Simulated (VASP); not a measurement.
# Co in VASP: a series of runs

Co is run at these levels: PBEsol; tasks: single point.

Program: VASP 6.6.1. These are calculated values, not measurements. Logs are shortened: lines on timing, memory, paths and dates and some standing lists are left out, and cuts for length are marked.

**1. The cell of the first run**

The structure is hexagonal, space group P6_3/mmc (No. 194). Conventional cell: a = 2.455 Å, b = 2.455 Å, c = 3.971 Å, α = 90.00°, β = 90.00°, γ = 120.00°. Co (site symmetry -6m2) has 12 Co at 2.44 to 2.46 Å within 3.2 Å.

**2. Single point, PBEsol, collinear spin, antiferromagnetic start**

INCAR

```
SYSTEM = Co
PREC     = Accurate       ! precision mode
ENCUT    = 520            ! plane-wave cutoff, eV
EDIFF    = 1E-7           ! SCF threshold, eV
ISMEAR   = -1             ! smearing method
SIGMA    = 0.1            ! smearing width, eV
LREAL    = .False.        ! projectors in reciprocal space
LASPH    = .True.         ! aspherical terms in the spheres
NELM     = 150            ! most SCF steps
ALGO     = Normal         ! electronic algorithm
ISIF     = 2              ! what is computed and relaxed
LWAVE    = .False.        ! write WAVECAR
LCHARG   = .False.        ! write CHGCAR
ISPIN    = 2              ! spin polarisation
MAGMOM   = 1.8 -1.8       ! initial moments
LORBIT   = 11             ! projections on sites
LMAXMIX  = 4              ! l up to which the mixer works
GGA      = PS             ! functional
NBANDS   = 20             ! bands
```

KPOINTS

```
Automatic mesh
0
Gamma
  14 14 8
  0 0 0
```

POSCAR

```
Co
1.0
    2.4550374069     -0.0000002849      0.0000000000
   -1.2275184567      2.1261249041      0.0000000000
    0.0000000000      0.0000000000      3.9706689962
Co
2
Direct
    0.6666666663      0.3333333337      0.2500006445
    0.3333333337      0.6666666663      0.7499993555
```

Potentials or basis: VASP PAW PBE potentials, release 64 (Co).

Command:

```bash
$ cat potpaw_PBE.64/Co/POTCAR > POTCAR
$ mpirun -np 1 vasp_std > vasp.out
```

OUTCAR:

```text
SYSTEM = Co
   PREC = Accurate
   ENCUT = 520
   EDIFF = 1E-7
   ISMEAR = -1
   LREAL = .False.
   LASPH = .True.
   NELM = 150
   ISIF = 2
   ISPIN = 2
   LORBIT = 11
   GGA = PS

 ion  position               nearest neighbor table
   1  0.667  0.333  0.250-   2 2.44   2 2.44   2 2.44   2 2.44   2 2.44   2 2.44
   2  0.333  0.667  0.750-   1 2.44   1 2.44   1 2.44   1 2.44   1 2.44   1 2.44

  LATTYP: Found a hexagonal cell.
 ALAT       =     2.4550374069
 C/A-ratio  =     1.6173558028

  Lattice vectors:

 A1 = (   2.4550374069,  -0.0000002849,   0.0000000000)
 A2 = (  -1.2275184567,   2.1261249041,   0.0000000000)
 A3 = (   0.0000000000,   0.0000000000,   3.9706689962)

Analysis of symmetry for initial positions (statically):
=====================================================================
 Subroutine PRICEL returns:
 Original cell was already a primitive cell.

 Routine SETGRP: Setting up the symmetry group for a
 hexagonal supercell.

 Subroutine GETGRP returns: Found 24 space group operations
 (whereof 12 operations were pure point group operations)
 out of a pool of 24 trial point group operations.

The static configuration has the point symmetry D_3d.
 The point group associated with its full space group is D_6h.

Analysis of symmetry for dynamics (positions and initial velocities):
=====================================================================
 Subroutine PRICEL returns:
 Original cell was already a primitive cell.

 Routine SETGRP: Setting up the symmetry group for a
 hexagonal supercell.

 Subroutine GETGRP returns: Found 24 space group operations
 (whereof 12 operations were pure point group operations)
 out of a pool of 24 trial point group operations.

The dynamic configuration has the point symmetry D_3d.
 The point group associated with its full space group is D_6h.

Analysis of structural, dynamic, and magnetic symmetry:
=====================================================================
 Subroutine PRICEL returns:
 Original cell was already a primitive cell.

 Routine SETGRP: Setting up the symmetry group for a
 hexagonal supercell.

 Subroutine GETGRP returns: Found 24 space group operations
 (whereof 12 operations were pure point group operations)
 out of a pool of 24 trial point group operations.

The overall configuration has the point symmetry D_3d.
 The point group associated with its full space group is D_6h.

 Subroutine INISYM returns: Found 24 space group operations
 (whereof 12 operations are pure point group operations),
 and found     1 'primitive' translations

----------------------------------------------------------------------------------------

                                     Primitive cell

  volume of cell :      20.7258

  direct lattice vectors                    reciprocal lattice vectors
     2.455037407 -0.000000285  0.000000000     0.407325796  0.235169595  0.000000000
    -1.227518457  2.126124904  0.000000000     0.000000055  0.470339285  0.000000000
     0.000000000  0.000000000  3.970668996     0.000000000  0.000000000  0.251846729

  length of vectors
     2.455037407  2.455037407  3.970668996     0.470339285  0.470339285  0.251846729

  position of ions in fractional coordinates (direct lattice)
     0.666666666  0.333333334  0.250000644
     0.333333334  0.666666666  0.749999356

  ion indices of the primitive-cell ions
   primitive index   ion index
                 1           1
                 2           2

----------------------------------------------------------------------------------------

 KPOINTS: Automatic mesh

Automatic generation of k-mesh.
 Grid dimensions read from file:
 generate k-points for:   14   14    8

 Generating k-lattice:

  Cartesian coordinates                     Fractional coordinates (reciprocal lattice)
     0.029094700  0.016797828  0.000000000     0.071428571  0.000000000  0.000000000
     0.000000004  0.033595663  0.000000000     0.000000000  0.071428571  0.000000000
     0.000000000  0.000000000  0.031480841     0.000000000  0.000000000  0.125000000

  Length of vectors
     0.033595663  0.033595663  0.031480841

  Shift w.r.t. Gamma in fractional coordinates (k-lattice)
     0.000000000  0.000000000  0.000000000

 Subroutine IBZKPT returns following result:
 ===========================================

 Found    120 irreducible k-points:

 Following reciprocal coordinates:
            Coordinates               Weight
  0.000000  0.000000  0.000000      1.000000
  0.071429 -0.000000  0.000000      6.000000
  0.142857 -0.000000  0.000000      6.000000
  0.214286 -0.000000  0.000000      6.000000
  0.285714  0.000000  0.000000      6.000000
  0.357143  0.000000  0.000000      6.000000
[... 16 lines left out ...]
  0.285714  0.285714  0.000000      6.000000
  0.357143  0.285714  0.000000      6.000000
 [... further k-points ...]
   k-points           NKPTS =    120   k-points in BZ     NKDIM =    120   number of bands    NBANDS=     20
   number of dos      NEDOS =    301   number of ions     NIONS =      2
   total plane-waves  NPLWV =   9720
   dimension x,y,z NGX =    18 NGY =   18 NGZ =   30
   dimension x,y,z NGXF=    36 NGYF=   36 NGZF=   60
   ions per type =               2
   NGX,Y,Z   is equivalent  to a cutoff of  12.19, 12.19, 12.56 a.u.
   NGXF,Y,Z  is equivalent  to a cutoff of  24.38, 24.38, 25.12 a.u.
 SYSTEM =  Co
   PREC   = accura    normal or accurate (medium, high low for compatibility)
   ISTART =      0    job   : 0-new  1-cont  2-samecut
   ICHARG =      2    charge: 1-file 2-atom 10-const
   ISPIN  =      2    spin polarized calculation?
   LNONCOLLINEAR =      F non collinear calculations
   LSORBIT =      F    spin-orbit coupling
   LASPH  =      T    aspherical Exc in radial PAW
   ENCUT  =  520.0 eV  38.22 Ry    6.18 a.u.   4.56  4.56  7.38*2*pi/ulx,y,z
   NELM   =    150;   NELMIN=  2; NELMDL= -5     # of ELM steps
   EDIFF  = 0.1E-06   stopping-criterion for ELM
   LREAL  =      F    real-space projection
   EDIFFG = 0.1E-05   stopping-criterion for IOM
   NSW    =      0    number of steps for IOM
   IBRION =     -1    ionic relax: 0-MD 1-quasi-New 2-CG
   NFREE  =      0    steps in history (QN), initial steepest desc. (CG)
   ISIF   =      2    stress and relaxation
   ISYM   =      2    0-nonsym 1-usesym 2-fastsym
   POTIM  = 0.5000    time-step for ionic-motion
   TEBEG  =    0.0;   TEEND  =   0.0 temperature during run
   PSTRESS=    0.0 pullay stress
   NELECT =      18.0000    total number of electrons
   NUPDOWN=      -1.0000    fix difference up-down
   EMIN   =  10.00;   EMAX   =-10.00  energy-range for DOS
   EFERMI =   0.00;   METHOD = LEGACY
   ISMEAR =    -1;   SIGMA  =   0.10  broadening in eV -4-tet -1-fermi 0-gaus
   EFERMI_NEDOS =   21; number of points for ismear=-14 and -15
   IALGO  =     38    algorithm
   IMIX   =      4    mixing-type and parameters
     AMIX     =   0.40;   BMIX     =  1.00
     AMIX_MAG =   1.60;   BMIX_MAG =  1.00
  volume/ion in A,a.u.               =      10.36        69.93
  Fermi-wavevector in a.u.,A,eV,Ry     =   1.561932  2.951624 33.193207  2.439632
  Thomas-Fermi vector in A             =   2.664925
   LORBIT       =     11    0 simple, 1 ext, 2 COOP (PROOUT), +10 PAW based schemes
   GGA     = PS    functional components
   LHFCALC =     F    Hartree Fock is set to
   AEXX    =    0.0000 exact exchange contribution
   IVDW    =     0    specifies the selected vdW correction
   LEPSILON=     F    determine dielectric tensor
   LRPA    =     F    only Hartree local field effects (RPA)
 spin polarized calculation
  energy-cutoff  :      520.00
  volume of cell :       20.73
 maximum number of plane-waves:       574
   NGX =  9   NGY =  9   NGZ = 15

 number of electron      17.9999973 magnetization       0.0000000

 number of electron      17.9999973 magnetization      -0.0000000

 Free energy of the ion-electron system (eV)
  ---------------------------------------------------
  ext. energy  EPLUGINS =         0.00000000
  ---------------------------------------------------
  free energy    TOTEN  =       -15.18199558 eV

  energy without entropy =      -15.00164166  energy(sigma->0) =      -15.09181862

 E-fermi :  10.6835     XC(G=0): -13.8706

 val. band max:       10.6809459308   @ k =   0.3571   0.2857   0.2500
 cond. band min:      10.6880212707   @ k =   0.2857   0.2857   0.1250
 fundamental gap:      0.0070753399
 Fermi energy:        10.6835323806

 spin component 1

 k-point     1 :       0.0000    0.0000    0.0000
  band No.  band energies     occupation
      1       1.5090      1.00000
      2       5.7856      1.00000
      3       8.7590      1.00000
      4       8.8027      1.00000
      5       8.8027      1.00000
      6       9.1644      1.00000
[... 12 lines left out ...]
     19      37.5151      0.00000
     20      37.5151      0.00000
[... 507 lines left out ...]
 k-point    24 :       0.3571    0.2857    0.0000
  band No.  band energies     occupation
      1       6.7973      1.00000
      2       7.0386      1.00000
      3       7.1319      1.00000
      4       7.4430      1.00000
      5       8.4043      1.00000
      6       8.5209      1.00000
[... 12 lines left out ...]
     19      28.3394      0.00000
     20      44.2804      0.00000

 [... further k-points ...]

 spin component 2

 k-point     1 :       0.0000    0.0000    0.0000
  band No.  band energies     occupation
      1       1.5090      1.00000
      2       5.7856      1.00000
      3       8.7590      1.00000
      4       8.8027      1.00000
      5       8.8027      1.00000
      6       9.1644      1.00000
[... 12 lines left out ...]
     19      37.5151      0.00000
     20      37.5151      0.00000
[... 507 lines left out ...]
 k-point    24 :       0.3571    0.2857    0.0000
  band No.  band energies     occupation
      1       6.7973      1.00000
      2       7.0386      1.00000
      3       7.1319      1.00000
      4       7.4430      1.00000
      5       8.4043      1.00000
      6       8.5209      1.00000
[... 12 lines left out ...]
     19      28.3394      0.00000
     20      44.2804      0.00000

 [... further k-points ...]

------------------------ aborting loop because EDIFF is reached ----------------------------------------

  FORCE on cell =-STRESS in cart. coord.  units (eV):
  Direction    XX          YY          ZZ          XY          YZ          ZX
  --------------------------------------------------------------------------------------
  -------------------------------------------------------------------------------------
  Total       -1.4434874     -1.4434874     -1.6255755     -0.0000000      0.0000000      0.0000000
  in kB     -111.5868526   -111.5868526   -125.6629311     -0.0000000      0.0000000      0.0000000
  external PRESSURE =    -116.2788787 kB  Pullay stress =       0.0000000 kB

 VOLUME and BASIS-vectors are now :
 -----------------------------------------------------------------------------
  energy-cutoff  :      520.00
  volume of cell :       20.73
      direct lattice vectors                 reciprocal lattice vectors
     2.455037407 -0.000000285  0.000000000     0.407325796  0.235169595  0.000000000
    -1.227518457  2.126124904  0.000000000     0.000000055  0.470339285  0.000000000
     0.000000000  0.000000000  3.970668996     0.000000000  0.000000000  0.251846729

 POSITION                                       TOTAL-FORCE (eV/Angst)
 -----------------------------------------------------------------------------------
      1.22752      0.70871      0.99267         0.000000      0.000000     -0.000000
      0.00000      1.41742      2.97800        -0.000000     -0.000000      0.000000
 -----------------------------------------------------------------------------------
    total drift:                                0.000000     -0.000000     -0.000004

  FREE ENERGIE OF THE ION-ELECTRON SYSTEM (eV)
  ---------------------------------------------------
  free  energy   TOTEN  =       -15.1819955805 eV

  energy  without entropy=      -15.0016416620  energy(sigma->0) =      -15.09181862

 total charge

# of ion       s       p       d       tot
------------------------------------------
    1        0.502   0.559   7.301   8.362
    2        0.502   0.559   7.301   8.362
--------------------------------------------------
tot          1.004   1.119  14.602  16.725

 magnetization (x)

# of ion       s       p       d       tot
------------------------------------------
    1       -0.000   0.000   0.000   0.000
    2        0.000  -0.000  -0.000  -0.000
--------------------------------------------------
tot          0.000   0.000   0.000   0.000
```

Run time: 62 s. Hardware: 1 thread of Intel Xeon 6975P-C (Granite Rapids), shared host; peak memory 0.18 GiB.

What came out:

* Free energy: -15.1820 eV
* Pressure: -11.6 GPa
* Band gap on the k mesh: zero (filled and empty bands overlap)
* Net moment: 0.00 μB per cell
* Valence electrons inside the program's atomic spheres: Co 8.36

Caveat: the cell stands under tension; the PAW data sets were made with another functional, which shifts forces and pressure a little.

**3. Single point, PBEsol, collinear spin, antiferromagnetic start**

This run uses another cell than the first one, of 10.89 Å³/atom.

INCAR

```
PREC = Accurate
ENCUT = 520
EDIFF = 1E-6
ISMEAR = -1
SIGMA = 0.1
LREAL = F
LASPH = T
NELM = 150
ALGO = Normal
ISIF = 2
LWAVE = F
LCHARG = T
ISPIN = 2
MAGMOM = 1.8 -1.8
LORBIT = 11
LMAXMIX = 4
GGA = PS
LELF = T
LVHAR = T
NBANDS = 20
```

KPOINTS

```
Automatic mesh
0
Gamma
  14 14 8
```

POSCAR

```
Co
1.0
    2.4873650000      0.0000000000      0.0000000000
   -1.2436820000      2.1541210000      0.0000000000
    0.0000000000      0.0000000000      4.0632900000
Co
2
Direct
    0.6666666667      0.3333333333      0.2598610000
    0.3333333333      0.6666666667      0.7401390000
```

Potentials or basis: VASP PAW PBE potentials, release 64 (Co).

Command:

```bash
$ cat potpaw_PBE.64/Co/POTCAR > POTCAR
$ mpirun -np 1 vasp_std > vasp.out
```

Wall time 69 s (1 thread of Intel Xeon 6975P-C (Granite Rapids), shared host); peak memory 0.21 GiB.

It converged, with:

```yaml
Free_energy: -15.0539 eV
Pressure: -18.3 GPa
Largest_force: 0.525 eV/Å
Band_gap_on_the_k_mesh: zero (filled and empty bands overlap)
Net_moment: 0.00 μB per cell
Site_moments: Co +0.66, -0.66 μB
Valence_electrons_inside_the_program's_atomic_spheres: Co 8.27
```

Forces in eV/Å, atoms in the order of the input:
```
Co   0.000  0.000 -0.525
Co   0.000  0.000  0.525
```

Stress tensor (GPa, compression positive):
```
-17.56   0.00   0.00
  0.00 -17.56   0.00
  0.00   0.00 -19.68
```

Levels at points of the mesh, in eV from the Fermi level:
Spin up:
```
           k point  band 6  band 7  band 8  band 9  band 10  band 11  band 12  band 13
(0.00, 0.00, 0.00)   -1.32   -1.32   -1.06   -1.06    -0.17     0.19     0.19     6.62
(0.50, 0.00, 0.00)   -1.76   -1.39   -0.05    0.36     0.73     1.86     3.81     9.63
(0.00, 0.00, 0.50)   -1.95   -1.66   -1.66   -0.44    -0.44     0.05     0.05    14.33
(0.50, 0.00, 0.50)   -0.57   -0.50   -0.17    0.00     0.73     1.68     1.99     7.53
```
Spin down:
```csv
k point,band 6,band 7,band 8,band 9,band 10,band 11,band 12,band 13
"(0.00, 0.00, 0.00)",-1.32,-1.32,-1.06,-1.06,-0.17,0.19,0.19,6.62
"(0.50, 0.00, 0.00)",-1.76,-1.39,-0.05,0.36,0.73,1.86,3.81,9.63
"(0.00, 0.00, 0.50)",-1.95,-1.66,-1.66,-0.44,-0.44,0.05,0.05,14.33
"(0.50, 0.00, 0.50)",-0.57,-0.50,-0.17,0.00,0.73,1.68,1.99,7.53
```

Caveat: the cell stands under tension; the PAW data sets were made with another functional, which shifts forces and pressure a little.
